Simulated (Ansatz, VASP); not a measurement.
# Two plane-wave programs on Ta

The input INCAR:

```
ALGO = Normal ; EDIFF = 1E-7
ENCUT = 520 ; GGA = PS
ISIF = 2 ; ISMEAR = 0
LASPH = True ; LCHARG = True
LELF = True ; LREAL = False
LVHAR = True ; LWAVE = False
NBANDS = 12 ; NELM = 80
PREC = Accurate ; SIGMA = 0.15
```

The input KPOINTS:

```
k-points
0
Gamma
  20 20 20
```

The input POSCAR:

```
Ta
1.0
   -1.7008184000      1.7008184000      1.6017416000
    1.7008184000     -1.7008184000      1.6017416000
    1.7008184000      1.7008184000     -1.6017416000
Ta
1
Direct
    0.0000000000      0.0000000000      0.0000000000
```

Input for Ansatz:

```yaml
crystal:
  lattice:
    - [-1.7008184, 1.7008184, 1.6017416]
    - [1.7008184, -1.7008184, 1.6017416]
    - [1.7008184, 1.7008184, -1.6017416]
  atoms:
    - { symbol: Ta, position: [0.0, 0.0, 0.0] }
basis:
  ecutwfc: 420
kpoints:
  mp_grid: { grid: [20, 20, 20] }
hamiltonian:
  xc: pbesol
scf:
  occupations: { method: gaussian, width: 0.15 }
output:
  forces: true
  stress: true
  eigenvalues: true
```

Change from the starting cell: strain +0.030 along x and y, -0.030 along z, atoms carried along.

Alike in both runs: task single point; functional PBEsol; k mesh 20 × 20 × 20; occupations gaussian, width 0.15 eV; no spin polarisation.

```csv
,VASP,Ansatz
version,VASP 6.6.1,Ansatz 0.2.0
potentials or method,"VASP PAW PBE potentials, release 64 (Ta_pv), cutoff 520 eV","scalar-relativistic, plane waves, PAW"
valence electrons in the cell,11,13
```

VASP gave:

* gap on the k mesh at the Fermi level (eV): none
* pressure (GPa): -8.6
* traceless stress, the component that is largest in VASP (GPa): 3.66

**Question.** What did Ansatz give for the same quantities?

**Answer.** gap on the k mesh at the Fermi level (eV): none; pressure (GPa): -8.7; traceless stress, the component that is largest in VASP (GPa): 3.67.

VASP's potentials were made for PBE, not for PBEsol. A gap of «none» marks a metal or a gap that the smearing closes. With one functional, cell and mesh, what is left measures potentials, basis and numerics. VASP's potentials hold 11 valence electrons a cell and Ansatz's 13, so a difference there can come from the potentials and not from the codes.

Neither program's run includes spin-orbit coupling.
